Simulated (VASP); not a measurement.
# Hg3P2 (R-3m) in VASP: single point with LDA

Aim: the single point of Hg3P2 with LDA.

All numbers are computed with VASP 6.6.1; they aren't measurements. Logs are shortened: lines on timing, memory, paths and dates and some standing lists are left out, and cuts for length are marked.

## (1) The cell of the first run

It takes space group R-3m (No. 166, trigonal). Conventional cell: a = 7.237 Å, b = 7.237 Å, c = 10.798 Å, α = 90.00°, β = 90.00°, γ = 120.00°. Within 3.2 Å of Hg (site symmetry 2/m) lie 2 P at 2.45 Å. P (site symmetry 3m) has 3 Hg at 2.45 Å within 3.2 Å.

## (2) Single point, LDA

File POSCAR:

```
Hg3P2
1.0
    3.6187273446      2.0892732065      3.5992202581
   -3.6187273446      2.0892732065      3.5992202581
    0.0000000000     -4.1785464130      3.5992202581
Hg P
3 2
Direct
    0.5000000000      0.0000000000      0.0000000000
    0.0000000000      0.5000000000      0.0000000000
    0.0000000000      0.0000000000      0.5000000000
    0.2843539437      0.2843539437      0.2843539437
    0.7156460563      0.7156460563      0.7156460563
```

File INCAR.step1:

```
ALGO = Normal
EDIFF = 1E-6
ENCUT = 520
ISIF = 2
ISMEAR = 0
LASPH = T
LCHARG = T
LREAL = F
LWAVE = F
NBANDS = 31
NELM = 100
PREC = Accurate
SIGMA = 0.02
```

File KPOINTS.step1:

```
k-points
0
Gamma
  6 6 6
```

File INCAR.step2:

```
ALGO = Normal
EDIFF = 1E-6
ENCUT = 520
ICHARG = 11
ISIF = 2
ISMEAR = -5
LASPH = T
LCHARG = F
LORBIT = 11
LREAL = F
LWAVE = F
NEDOS = 2001
NELM = 100
PREC = Accurate
SIGMA = 0.02
```

File KPOINTS.step2:

```
k-points
0
Gamma
  9 9 9
```

Potentials or basis: VASP PAW LDA potentials, release 64 (Hg, P).

Launch:

```console
$ cat potpaw_LDA.64/Hg/POTCAR potpaw_LDA.64/P/POTCAR > POTCAR
$ cp INCAR.step1 INCAR
$ cp KPOINTS.step1 KPOINTS
$ mpirun -np 1 vasp_std > vasp.out
$ cp INCAR.step2 INCAR
$ cp KPOINTS.step2 KPOINTS
$ mpirun -np 1 vasp_std > vasp.out
```

OUTCAR:

```text
EDIFF = 1E-6
   ENCUT = 520
   ICHARG = 11
   ISIF = 2
   ISMEAR = -5
   LASPH = T
   LORBIT = 11
   LREAL = F
   NELM = 100
   PREC = Accurate

 ion  position               nearest neighbor table
   1  0.500  0.000  0.000-   4 2.45   5 2.45   3 3.62   3 3.62   2 3.62   2 3.62
   2  0.000  0.500  0.000-   4 2.45   5 2.45   3 3.62   3 3.62   1 3.62   1 3.62
   3  0.000  0.000  0.500-   4 2.45   5 2.45   1 3.62   2 3.62   2 3.62   1 3.62
   4  0.284  0.284  0.284-   3 2.45   2 2.45   1 2.45
   5  0.716  0.716  0.716-   3 2.45   2 2.45   1 2.45

  LATTYP: Found a trigonal (rhomboedric) cell.
 ALAT       =     5.5149466536
 COS(alpha) =     0.1388890967

  Lattice vectors:

 A1 = (   3.6187273446,   2.0892732065,   3.5992202581)
 A2 = (  -3.6187273446,   2.0892732065,   3.5992202581)
 A3 = (   0.0000000000,  -4.1785464130,   3.5992202581)

Analysis of symmetry for initial positions (statically):
=====================================================================
 Subroutine PRICEL returns:
 Original cell was already a primitive cell.

 Routine SETGRP: Setting up the symmetry group for a
 trigonal (rhombohedral) supercell.

 Subroutine GETGRP returns: Found 12 space group operations
 (whereof 12 operations were pure point group operations)
 out of a pool of 12 trial point group operations.

The static configuration has the point symmetry D_3d.

Analysis of symmetry for dynamics (positions and initial velocities):
=====================================================================
 Subroutine PRICEL returns:
 Original cell was already a primitive cell.

 Routine SETGRP: Setting up the symmetry group for a
 trigonal (rhombohedral) supercell.

 Subroutine GETGRP returns: Found 12 space group operations
 (whereof 12 operations were pure point group operations)
 out of a pool of 12 trial point group operations.

The dynamic configuration has the point symmetry D_3d.

 Subroutine INISYM returns: Found 12 space group operations
 (whereof 12 operations are pure point group operations),
 and found     1 'primitive' translations

----------------------------------------------------------------------------------------

                                     Primitive cell

  volume of cell :     163.2716

  direct lattice vectors                    reciprocal lattice vectors
     3.618727345  2.089273207  3.599220258     0.138170122  0.079772557  0.092612652
    -3.618727345  2.089273207  3.599220258    -0.138170122  0.079772557  0.092612652
     0.000000000 -4.178546413  3.599220258     0.000000000 -0.159545115  0.092612652

  length of vectors
[... 98 lines left out ...]
   POTIM  = 0.5000    time-step for ionic-motion
   TEBEG  =    0.0;   TEEND  =   0.0 temperature during run
   PSTRESS=    0.0 pullay stress
   NELECT =      46.0000    total number of electrons
   NUPDOWN=      -1.0000    fix difference up-down
   EMIN   =  10.00;   EMAX   =-10.00  energy-range for DOS
   EFERMI =   0.00;   METHOD = LEGACY
   ISMEAR =    -5;   SIGMA  =   0.02  broadening in eV -4-tet -1-fermi 0-gaus
   EFERMI_NEDOS =   21; number of points for ismear=-14 and -15
   IALGO  =     38    algorithm
   IMIX   =      4    mixing-type and parameters
     AMIX     =   0.40;   BMIX     =  1.00
     AMIX_MAG =   1.60;   BMIX_MAG =  1.00
  volume/ion in A,a.u.               =      32.65       220.36
  Fermi-wavevector in a.u.,A,eV,Ry     =   1.073224  2.028100 15.671333  1.151811
  Thomas-Fermi vector in A             =   2.209017
   LORBIT       =     11    0 simple, 1 ext, 2 COOP (PROOUT), +10 PAW based schemes
   GGA     = CA    functional components
   LHFCALC =     F    Hartree Fock is set to
   AEXX    =    0.0000 exact exchange contribution
   IVDW    =     0    specifies the selected vdW correction
   LEPSILON=     F    determine dielectric tensor
   LRPA    =     F    only Hartree local field effects (RPA)
 non-spin polarized calculation
 Fermi weights with tetrahedron method with Bloechl corrections
  energy-cutoff  :      520.00
  volume of cell :      163.27
 maximum number of plane-waves:      4429
 NGX is ok and might be reduce to    42

 number of electron      45.9999995 magnetization

 Free energy of the ion-electron system (eV)
  ---------------------------------------------------
  ext. energy  EPLUGINS =         0.00000000
  ---------------------------------------------------
  free energy    TOTEN  =       -13.68595244 eV

  energy without entropy =      -13.68595244  energy(sigma->0) =      -13.68595244

 E-fermi :   0.1450     XC(G=0):  -8.6612

 val. band max:        0.1388178263   @ k =  -0.4444   0.4444   0.0000
 cond. band min:       1.7812136609   @ k =   0.0000   0.0000   0.0000
 fundamental gap:      1.6423958346
 Fermi energy:         0.1449639806

 k-point     1 :       0.0000    0.0000    0.0000
  band No.  band energies     occupation
      1     -10.7669      2.00000
      2      -8.6975      2.00000
      3      -7.1472      2.00000
      4      -7.1472      2.00000
      5      -6.6295      2.00000
      6      -6.3281      2.00000
[... 709 lines left out ...]
     26       2.9576      0.00000
     27       3.0696      0.00000

 [... further k-points ...]
[... 5 lines left out ...]
  --------------------------------------------------------------------------------------
  -------------------------------------------------------------------------------------
  Total       -3.4531885     -3.4531885     -2.7884291     -0.0000000      0.0000000      0.0000000
  in kB      -33.8859835    -33.8859835    -27.3627294     -0.0000000      0.0000000      0.0000000
  external PRESSURE =     -31.7115655 kB  Pullay stress =       0.0000000 kB

 VOLUME and BASIS-vectors are now :
 -----------------------------------------------------------------------------
  energy-cutoff  :      520.00
  volume of cell :      163.27
      direct lattice vectors                 reciprocal lattice vectors
     3.618727345  2.089273207  3.599220258     0.138170122  0.079772557  0.092612652
    -3.618727345  2.089273207  3.599220258    -0.138170122  0.079772557  0.092612652
     0.000000000 -4.178546413  3.599220258     0.000000000 -0.159545115  0.092612652

 POSITION                                       TOTAL-FORCE (eV/Angst)
 -----------------------------------------------------------------------------------
      1.80936      1.04464      1.79961         0.000000      0.000000      0.000000
     -1.80936      1.04464      1.79961         0.000000     -0.000000     -0.000000
      0.00000     -2.08927      1.79961         0.000000     -0.000000      0.000000
      0.00000      0.00000      3.07036         0.000000      0.000000     -0.374909
      0.00000      0.00000      7.72730         0.000000     -0.000000      0.374909
 -----------------------------------------------------------------------------------
    total drift:                               -0.000000      0.000000     -0.000000

  FREE ENERGIE OF THE ION-ELECTRON SYSTEM (eV)
  ---------------------------------------------------
  free  energy   TOTEN  =       -13.6859524361 eV

  energy  without entropy=      -13.6859524361  energy(sigma->0) =      -13.68595244

 total charge

# of ion       s       p       d       tot
------------------------------------------
    1        0.883   0.339   9.298  10.520
    2        0.883   0.339   9.298  10.520
    3        0.883   0.339   9.298  10.520
    4        1.081   1.360   0.000   2.441
    5        1.081   1.360   0.000   2.441
--------------------------------------------------
tot          4.813   3.737  27.893  36.442
```

OSZICAR.step1:

```text
N       E                     dE             d eps       ncg     rms          rms(c)
DAV:   1     0.312114213527E+03    0.31211E+03   -0.20766E+04  1984   0.131E+03
DAV:   2     0.928910355060E+00   -0.31119E+03   -0.29313E+03  2181   0.319E+02
DAV:   3    -0.149246799327E+02   -0.15854E+02   -0.15683E+02  2362   0.712E+01
DAV:   4    -0.151127287917E+02   -0.18805E+00   -0.18789E+00  2145   0.730E+00
DAV:   5    -0.151156349670E+02   -0.29062E-02   -0.29061E-02  2431   0.930E-01    0.111E+01
DAV:   6    -0.137376378901E+02    0.13780E+01   -0.31717E+00  2344   0.148E+01    0.743E+00
DAV:   7    -0.137079192160E+02    0.29719E-01   -0.85068E-01  2201   0.376E+00    0.340E+00
DAV:   8    -0.136868822053E+02    0.21037E-01   -0.74103E-02  2201   0.209E+00    0.673E-01
DAV:   9    -0.136833094021E+02    0.35728E-02   -0.14018E-02  2215   0.953E-01    0.121E-01
DAV:  10    -0.136833490427E+02   -0.39641E-04   -0.81988E-04  2320   0.149E-01    0.101E-01
DAV:  11    -0.136833611324E+02   -0.12090E-04   -0.43582E-04  2187   0.128E-01    0.316E-02
DAV:  12    -0.136833353111E+02    0.25821E-04   -0.10075E-04  2194   0.694E-02    0.161E-02
DAV:  13    -0.136833366650E+02   -0.13539E-05   -0.81993E-06  2055   0.140E-02    0.811E-03
DAV:  14    -0.136833365248E+02    0.14023E-06   -0.48580E-07  1286   0.576E-03
   1 F= -.13683337E+02 E0= -.13683337E+02  d E =-.230361E-11
```

Wall time 2.4 min (1 thread of Intel Xeon 6975P-C (Granite Rapids), shared host); peak memory 0.41 GiB.

What came out:

```
Valence electrons inside the program's atomic spheres : Hg 10.52; P 2.44
```

Caveat: spin-orbit coupling is left out, which moves the levels of the heavy elements.
